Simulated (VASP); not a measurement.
**SiC: single point with PBEsol**

Crystal: SiC.

```
CELL_PARAMETERS angstrom
3.13752 0.00000 0.00000
-1.56876 2.71717 0.00000
0.00000 0.00000 5.04800
ATOMIC_POSITIONS crystal
Si 0.33333 0.66667 0.00000
Si 0.66667 0.33333 0.50000
C 0.33333 0.66667 0.38500
C 0.66667 0.33333 0.88500
```

This cell differs from its parent crystal: equal xx and yy strain of +2 %.

```json
{"Program": "VASP 6.6.1", "Task": "single point", "Functional": "PBEsol", "Potentials or basis": "VASP PAW PBE potentials, release 64 (Si, C)", "Cutoff": "520 eV", "k mesh": "15 × 15 × 8", "Occupations": "fermi-dirac, width 0.08 eV", "Spin": "no spin polarisation"}
```

```yaml
Pressure: -7.9 GPa
Largest_force: 0.564 eV/Å
Band_gap_on_the_k_mesh: 2.20 eV, indirect (least direct gap 3.70 eV)
```

Forces in eV/Å, atoms in the order of the input:
```
Si   0.000  0.000  0.564
Si   0.000  0.000  0.564
C    0.000  0.000 -0.564
C    0.000  0.000 -0.564
```

Stress tensor (GPa, compression positive):
```
-9.88  0.00  0.00
 0.00 -9.88  0.00
 0.00  0.00 -4.00
```

Levels at points of the mesh, in eV from the valence-band top:
```
           k point  band 6  band 7  band 8  band 9  band 10  band 11
(0.00, 0.00, 0.00)   -0.35   -0.35    0.00    3.85     5.70     5.98
(0.00, 0.00, 0.50)   -1.09   -1.09   -1.09    5.01     5.01     6.68
```

Run time: 36 s on 1 thread of Intel(R) Xeon(R) Platinum 8488C (Sapphire Rapids), on a shared host, peak memory 0.21 GiB.

Caveat: the cell differs from its parent crystal (equal xx and yy strain of +2 %); the PAW data sets were made with another functional, which shifts forces and pressure a little. A k mesh can miss the band edges.
